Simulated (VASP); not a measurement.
# MgCdS4 (P-6m2) in VASP: a series of runs

Runs on MgCdS4. Level: PBE. Tasks: single point.

Program: VASP 6.6.1. These are calculated values, not measurements. Logs are shortened: lines on timing, memory, paths and dates and some standing lists are left out, and cuts for length are marked.

## (1) The cell of the first run

The structure is hexagonal, space group P-6m2 (No. 187). The conventional cell has a = 5.861 Å, b = 5.861 Å, c = 4.094 Å, α = 90.00°, β = 90.00°, γ = 120.00°. Mg (site symmetry -6m2) has 9 S at 2.64 to 3.38 Å and 3 Cd at 3.38 Å within 3.5 Å. Within 4.4 Å of Cd (site symmetry -6m2) lie 3 Mg at 3.38 Å and 15 S at 3.38 to 3.57 Å and 2 Cd at 4.09 Å. S (site symmetry -6m2) has 6 S at 2.67 Å and 3 Mg at 3.38 Å and 3 Cd at 3.38 Å within 3.5 Å. S (site symmetry mm2) has 2 Mg at 2.64 Å and 6 S at 2.67 to 2.98 Å within 3.5 Å.

## (2) Single point, PBE

File INCAR:

```
ALGO = Normal
EDIFF = 1E-7
ENCUT = 520
GGA = PE
ISIF = 2
ISMEAR = 0
LASPH = T
LCHARG = F
LREAL = F
LWAVE = F
NBANDS = 28
NELM = 60
PREC = Accurate
SIGMA = 0.1
```

File KPOINTS:

```
k-points
0
Gamma
  3 3 4
```

File POSCAR:

```
MgCdS4
1.0
    5.8609733392      0.0000000029      0.0000000000
   -2.9304866721      5.0757518012      0.0000000000
    0.0000000000      0.0000000000      4.0938322320
Mg Cd S
1 1 4
Direct
    0.0000000000      0.0000000000      0.0000000000
    0.6666666667      0.3333333333      0.0000000000
    0.3333333333      0.6666666667      0.0000000000
    0.6718115287      0.8359057644      0.5000000000
    0.1640942356      0.8359057644      0.5000000000
    0.1640942356      0.3281884713      0.5000000000
```

Potentials or basis: VASP PAW PBE potentials, release 64 (Mg, Cd, S).

Started as:

```sh
> cat potpaw_PBE.64/Mg/POTCAR potpaw_PBE.64/Cd/POTCAR potpaw_PBE.64/S/POTCAR > POTCAR
> mpirun -np 1 vasp_std > vasp.out
```

OUTCAR:

```text
EDIFF = 1E-7
   ENCUT = 520
   GGA = PE
   ISIF = 2
   ISMEAR = 0
   LASPH = T
   LREAL = F
   NELM = 60
   PREC = Accurate

 ion  position               nearest neighbor table
   1  0.000  0.000  0.000-   5 2.64   5 2.64   6 2.64   6 2.64   4 2.64   4 2.64   2 3.38   2 3.38
                             2 3.38
   2  0.667  0.333  0.000-   1 3.38   1 3.38   1 3.38
   3  0.333  0.667  0.000-   5 2.67   5 2.67   6 2.67   6 2.67   4 2.67   4 2.67
   4  0.672  0.836  0.500-   1 2.64   1 2.64   3 2.67   3 2.67
   5  0.164  0.836  0.500-   1 2.64   1 2.64   3 2.67   3 2.67
   6  0.164  0.328  0.500-   1 2.64   1 2.64   3 2.67   3 2.67

  LATTYP: Found a hexagonal cell.
 ALAT       =     5.8609733392
 C/A-ratio  =     0.6984901645

  Lattice vectors:

 A1 = (   5.8609733392,   0.0000000029,   0.0000000000)
 A2 = (  -2.9304866721,   5.0757518012,   0.0000000000)
 A3 = (   0.0000000000,   0.0000000000,   4.0938322320)

Analysis of symmetry for initial positions (statically):
=====================================================================
 Subroutine PRICEL returns:
 Original cell was already a primitive cell.

 Routine SETGRP: Setting up the symmetry group for a
 hexagonal supercell.

 Subroutine GETGRP returns: Found 12 space group operations
 (whereof 12 operations were pure point group operations)
 out of a pool of 24 trial point group operations.

The static configuration has the point symmetry D_3h.

Analysis of symmetry for dynamics (positions and initial velocities):
=====================================================================
 Subroutine PRICEL returns:
 Original cell was already a primitive cell.

 Routine SETGRP: Setting up the symmetry group for a
 hexagonal supercell.

 Subroutine GETGRP returns: Found 12 space group operations
 (whereof 12 operations were pure point group operations)
 out of a pool of 24 trial point group operations.

The dynamic configuration has the point symmetry D_3h.

 Subroutine INISYM returns: Found 12 space group operations
 (whereof 12 operations are pure point group operations),
 and found     1 'primitive' translations

----------------------------------------------------------------------------------------

                                     Primitive cell

  volume of cell :     121.7868

  direct lattice vectors                    reciprocal lattice vectors
     5.860973339  0.000000003  0.000000000     0.170620124  0.098507575  0.000000000
    -2.930486672  5.075751801  0.000000000    -0.000000000  0.197015149  0.000000000
     0.000000000  0.000000000  4.093832232     0.000000000  0.000000000  0.244269902

  length of vectors
     5.860973339  5.860973339  4.093832232     0.197015149  0.197015149  0.244269902

  position of ions in fractional coordinates (direct lattice)
     0.000000000  0.000000000  0.000000000
     0.666666667  0.333333333  0.000000000
     0.333333333  0.666666667  0.000000000
     0.671811529  0.835905764  0.500000000
     0.164094236  0.835905764  0.500000000
     0.164094236  0.328188471  0.500000000

  ion indices of the primitive-cell ions
   primitive index   ion index
                 1           1
                 2           2
                 3           3
                 4           4
                 5           5
                 6           6

----------------------------------------------------------------------------------------

 KPOINTS: k-points

Automatic generation of k-mesh.
 Grid dimensions read from file:
 generate k-points for:    3    3    4

 Generating k-lattice:

  Cartesian coordinates                     Fractional coordinates (reciprocal lattice)
     0.056873375  0.032835858  0.000000000     0.333333333 -0.000000000  0.000000000
    -0.000000000  0.065671716  0.000000000    -0.000000000  0.333333333  0.000000000
     0.000000000  0.000000000  0.061067476     0.000000000  0.000000000  0.250000000

  Length of vectors
     0.065671716  0.065671716  0.061067476

  Shift w.r.t. Gamma in fractional coordinates (k-lattice)
     0.000000000  0.000000000  0.000000000

 Subroutine IBZKPT returns following result:
 ===========================================

 Found      9 irreducible k-points:

 Following reciprocal coordinates:
            Coordinates               Weight
  0.000000  0.000000  0.000000      1.000000
  0.333333  0.000000  0.000000      6.000000
  0.333333  0.333333  0.000000      2.000000
  0.000000  0.000000  0.250000      2.000000
  0.333333  0.000000  0.250000     12.000000
  0.333333  0.333333  0.250000      4.000000
  0.000000  0.000000  0.500000      1.000000
  0.333333  0.000000  0.500000      6.000000
  0.333333  0.333333  0.500000      2.000000
   k-points           NKPTS =      9   k-points in BZ     NKDIM =      9   number of bands    NBANDS=     28
   number of dos      NEDOS =    301   number of ions     NIONS =      6
   total plane-waves  NPLWV =  69120
   dimension x,y,z NGX =    48 NGY =   48 NGZ =   30
   dimension x,y,z NGXF=    96 NGYF=   96 NGZF=   60
   ions per type =               1   1   4
   NGX,Y,Z   is equivalent  to a cutoff of  13.62, 13.62, 12.18 a.u.
   NGXF,Y,Z  is equivalent  to a cutoff of  27.23, 27.23, 24.37 a.u.
 SYSTEM =  unknown system
   PREC   = accura    normal or accurate (medium, high low for compatibility)
   ISTART =      0    job   : 0-new  1-cont  2-samecut
   ICHARG =      2    charge: 1-file 2-atom 10-const
   ISPIN  =      1    spin polarized calculation?
   LNONCOLLINEAR =      F non collinear calculations
   LSORBIT =      F    spin-orbit coupling
   LASPH  =      T    aspherical Exc in radial PAW
   ENCUT  =  520.0 eV  38.22 Ry    6.18 a.u.  10.90 10.90  7.61*2*pi/ulx,y,z
   NELM   =     60;   NELMIN=  2; NELMDL= -5     # of ELM steps
   EDIFF  = 0.1E-06   stopping-criterion for ELM
   LREAL  =      F    real-space projection
   EDIFFG = 0.1E-05   stopping-criterion for IOM
   NSW    =      0    number of steps for IOM
   IBRION =     -1    ionic relax: 0-MD 1-quasi-New 2-CG
   NFREE  =      0    steps in history (QN), initial steepest desc. (CG)
   ISIF   =      2    stress and relaxation
   ISYM   =      2    0-nonsym 1-usesym 2-fastsym
   POTIM  = 0.5000    time-step for ionic-motion
   TEBEG  =    0.0;   TEEND  =   0.0 temperature during run
   PSTRESS=    0.0 pullay stress
   NELECT =      38.0000    total number of electrons
   NUPDOWN=      -1.0000    fix difference up-down
   EMIN   =  10.00;   EMAX   =-10.00  energy-range for DOS
   EFERMI =   0.00;   METHOD = LEGACY
   ISMEAR =     0;   SIGMA  =   0.10  broadening in eV -4-tet -1-fermi 0-gaus
   EFERMI_NEDOS =   21; number of points for ismear=-14 and -15
   IALGO  =     38    algorithm
   IMIX   =      4    mixing-type and parameters
     AMIX     =   0.40;   BMIX     =  1.00
     AMIX_MAG =   1.60;   BMIX_MAG =  1.00
  volume/ion in A,a.u.               =      20.30       136.98
  Fermi-wavevector in a.u.,A,eV,Ry     =   1.110374  2.098303 16.775039  1.232931
  Thomas-Fermi vector in A             =   2.246925
   LORBIT       =      0    0 simple, 1 ext, 2 COOP (PROOUT), +10 PAW based schemes
   GGA     = PE    functional components
   LHFCALC =     F    Hartree Fock is set to
   AEXX    =    0.0000 exact exchange contribution
   IVDW    =     0    specifies the selected vdW correction
   LEPSILON=     F    determine dielectric tensor
   LRPA    =     F    only Hartree local field effects (RPA)
 non-spin polarized calculation
 Gauss-broadening in eV      SIGMA  =   0.10
  energy-cutoff  :      520.00
  volume of cell :      121.79
 maximum number of plane-waves:      3303
 NGX is ok and might be reduce to    48
   NGX = 21   NGY = 21   NGZ = 15

 number of electron      37.9999995 magnetization

 Free energy of the ion-electron system (eV)
  ---------------------------------------------------
  ext. energy  EPLUGINS =         0.00000000
  ---------------------------------------------------
  free energy    TOTEN  =       -16.37977294 eV

  energy without entropy =      -16.34344715  energy(sigma->0) =      -16.36161004

 E-fermi :   4.1429     XC(G=0):  -9.8397

 val. band max:        4.1243699088   @ k =   0.3333   0.3333   0.0000
 cond. band min:       4.1551081014   @ k =   0.3333   0.0000   0.2500
 fundamental gap:      0.0307381927
 Fermi energy:         4.1429083429

 k-point     1 :       0.0000    0.0000    0.0000
  band No.  band energies     occupation
      1     -11.1266      2.00000
      2      -7.8692      2.00000
      3      -7.8692      2.00000
      4      -7.5059      2.00000
      5      -3.7633      2.00000
      6      -3.7205      2.00000
[... 20 lines left out ...]
     27      11.2172      0.00000
     28      11.2173      0.00000

 k-point     2 :       0.3333    0.0000    0.0000
  band No.  band energies     occupation
      1     -10.8689      2.00000
      2      -8.9926      2.00000
      3      -7.9019      2.00000
      4      -6.6271      2.00000
      5      -3.7677      2.00000
      6      -3.7586      2.00000
[... 20 lines left out ...]
     27      10.5082      0.00000
     28      11.3084      0.00000

 k-point     3 :       0.3333    0.3333    0.0000
  band No.  band energies     occupation
      1     -10.6778      2.00000
      2      -9.3710      2.00000
      3      -7.9627      2.00000
      4      -6.3976      2.00000
      5      -3.7692      2.00000
      6      -3.7665      2.00000
[... 20 lines left out ...]
     27      10.4644      0.00000
     28      10.8056      0.00000

 k-point     4 :       0.0000    0.0000    0.2500
  band No.  band energies     occupation
      1     -10.7298      2.00000
      2      -8.0771      2.00000
      3      -7.7311      2.00000
      4      -7.7311      2.00000
      5      -3.7562      2.00000
      6      -3.7562      2.00000
[... 20 lines left out ...]
     27      11.4982      0.00000
     28      12.1534      0.00000

 k-point     5 :       0.3333    0.0000    0.2500
  band No.  band energies     occupation
      1     -10.4615      2.00000
      2      -8.8668      2.00000
      3      -7.7675      2.00000
      4      -7.4360      2.00000
      5      -3.7631      2.00000
      6      -3.7592      2.00000
[... 20 lines left out ...]
     27      11.2233      0.00000
     28      11.2739      0.00000

 k-point     6 :       0.3333    0.3333    0.2500
  band No.  band energies     occupation
      1     -10.2490      2.00000
      2      -9.2225      2.00000
      3      -7.8182      2.00000
      4      -7.3681      2.00000
      5      -3.7666      2.00000
      6      -3.7292      2.00000
[... 20 lines left out ...]
     27      11.0276      0.00000
     28      11.6786      0.00000

 k-point     7 :       0.0000    0.0000    0.5000
  band No.  band energies     occupation
      1      -9.9382      2.00000
      2      -9.0991      2.00000
      3      -7.5781      2.00000
      4      -7.5781      2.00000
      5      -3.8064      2.00000
      6      -3.8064      2.00000
[... 20 lines left out ...]
     27      12.5539      0.00000
     28      12.5877      0.00000

 k-point     8 :       0.3333    0.0000    0.5000
  band No.  band energies     occupation
      1      -9.5901      2.00000
      2      -9.0698      2.00000
      3      -8.3287      2.00000
      4      -7.6194      2.00000
      5      -3.7851      2.00000
      6      -3.7639      2.00000
[... 20 lines left out ...]
     27      11.9526      0.00000
     28      12.1818      0.00000

 k-point     9 :       0.3333    0.3333    0.5000
  band No.  band energies     occupation
      1      -9.0586      2.00000
      2      -9.0552      2.00000
      3      -9.0108      2.00000
      4      -7.6577      2.00000
      5      -3.7641      2.00000
      6      -3.7214      2.00000
[... 20 lines left out ...]
     27      12.1223      0.00000
     28      12.2460      0.00000

------------------------ aborting loop because EDIFF is reached ----------------------------------------

  FORCE on cell =-STRESS in cart. coord.  units (eV):
  Direction    XX          YY          ZZ          XY          YZ          ZX
  --------------------------------------------------------------------------------------
  -------------------------------------------------------------------------------------
  Total        0.0702701      0.0702701      0.0191850      0.0000000     -0.0000000      0.0000000
  in kB        0.9244447      0.9244447      0.2523905      0.0000000     -0.0000000      0.0000000
  external PRESSURE =       0.7004266 kB  Pullay stress =       0.0000000 kB

 VOLUME and BASIS-vectors are now :
 -----------------------------------------------------------------------------
  energy-cutoff  :      520.00
  volume of cell :      121.79
      direct lattice vectors                 reciprocal lattice vectors
     5.860973339  0.000000003  0.000000000     0.170620124  0.098507575  0.000000000
    -2.930486672  5.075751801  0.000000000    -0.000000000  0.197015149  0.000000000
     0.000000000  0.000000000  4.093832232     0.000000000  0.000000000  0.244269902

 POSITION                                       TOTAL-FORCE (eV/Angst)
 -----------------------------------------------------------------------------------
      0.00000      0.00000      0.00000        -0.000000     -0.000000     -0.000000
      2.93049      1.69192      0.00000        -0.000000     -0.000000     -0.000000
     -0.00000      3.38383      0.00000        -0.000000     -0.000000     -0.000000
      1.48786      4.24285      2.04692         0.028610      0.016518      0.000000
     -1.48786      4.24285      2.04692        -0.028610      0.016518      0.000000
     -0.00000      1.66580      2.04692         0.000000     -0.033036      0.000000
 -----------------------------------------------------------------------------------
    total drift:                                0.000001     -0.000001      0.000000

  FREE ENERGIE OF THE ION-ELECTRON SYSTEM (eV)
  ---------------------------------------------------
  free  energy   TOTEN  =       -16.3797729380 eV

  energy  without entropy=      -16.3434471486  energy(sigma->0) =      -16.36161004
```

It took 15 s on 1 thread of AMD EPYC 9R45 (Zen 5), shared host; peak memory 0.21 GiB.

Results:

```
Free energy            : -16.3798 eV
Pressure               : 0.1 GPa
Largest force          : 0.033 eV/Å
Band gap on the k mesh : zero (band 19 reaches 4.56 eV, above the bottom of band 20 at 3.49 eV)
```

Forces on the atoms (eV/Å):
```
Mg   0.000  0.000  0.000
Cd   0.000  0.000  0.000
S    0.000  0.000  0.000
S    0.029  0.017  0.000
S   -0.029  0.017  0.000
S    0.000 -0.033  0.000
```

Levels at points of the mesh, in eV from the Fermi level:
```csv
k point,band 16,band 17,band 18,band 19,band 20,band 21,band 22,band 23
"(0.00, 0.00, 0.00)",-2.06,-1.52,-1.52,-0.55,0.45,0.96,0.96,3.17
"(0.00, 0.00, 0.50)",-0.52,-0.52,0.13,0.41,0.57,0.91,0.91,2.14
```

Caveat: the k points lie up to 0.41 Å⁻¹ apart.

## (3) Single point, PBE

This run uses another cell than the first one, of 23.12 Å³/atom, 1.139 times its volume.

File INCAR:

```
ALGO = Normal
EDIFF = 1E-6
ENCUT = 520
GGA = PE
ISIF = 2
ISMEAR = 0
LASPH = T
LCHARG = F
LREAL = F
LWAVE = F
NBANDS = 28
NELM = 80
PREC = Accurate
SIGMA = 0.1
```

KPOINTS is that of step 2.

File POSCAR:

```
MgCdS4
1.0
    5.9133777100      0.0000000000      0.0000000000
   -2.9566888600      5.1211353200      0.0000000000
    0.0000000000      0.0000000000      4.5807456300
Mg Cd S
1 1 4
Direct
    0.0000000000      0.0000000000      0.0000000000
    0.6666666700      0.3333333300      0.0000000000
    0.3333333300      0.6666666700      0.0000000000
    0.6743286600      0.8371643300      0.5000000000
    0.1628356700      0.8371643300      0.5000000000
    0.1628356700      0.3256713400      0.5000000000
```

Potentials or basis: VASP PAW PBE potentials, release 64 (Mg, Cd, S).

Started as:

```sh
> cat potpaw_PBE.64/Mg/POTCAR potpaw_PBE.64/Cd/POTCAR potpaw_PBE.64/S/POTCAR > POTCAR
> mpirun -np 1 vasp_std > vasp.out
```

Run time: 18 s. Hardware: 1 thread of AMD EPYC 9R45 (Zen 5), shared host; peak memory 0.24 GiB.

Results (log left out):

```
Free energy            : -15.9213 eV
Pressure               : -5.5 GPa
Largest force          : 0.312 eV/Å
Band gap on the k mesh : zero (band 19 reaches 3.09 eV, above the bottom of band 20 at 2.70 eV)
```

Forces in eV/Å, atoms in the order of the input:
```
Mg   0.000  0.000  0.000
Cd   0.000  0.000  0.000
S    0.000  0.000  0.000
S    0.270  0.156  0.000
S   -0.270  0.156  0.000
S    0.000 -0.312  0.000
```

Stress tensor (GPa, compression positive):
```
-4.36  0.00  0.00
 0.00 -4.36  0.00
 0.00  0.00 -7.83
```

Levels at points of the mesh, in eV from the Fermi level:
| k point | band 16 | band 17 | band 18 | band 19 | band 20 | band 21 | band 22 | band 23 |
| --- | --- | --- | --- | --- | --- | --- | --- | --- |
| (0.00, 0.00, 0.00) | -1.66 | -1.50 | -1.50 | -0.48 | 0.83 | 1.32 | 1.32 | 2.50 |
| (0.00, 0.00, 0.50) | -0.29 | -0.29 | -0.14 | -0.10 | 0.88 | 1.36 | 1.36 | 2.49 |

Caveat: the k points lie up to 0.41 Å⁻¹ apart.
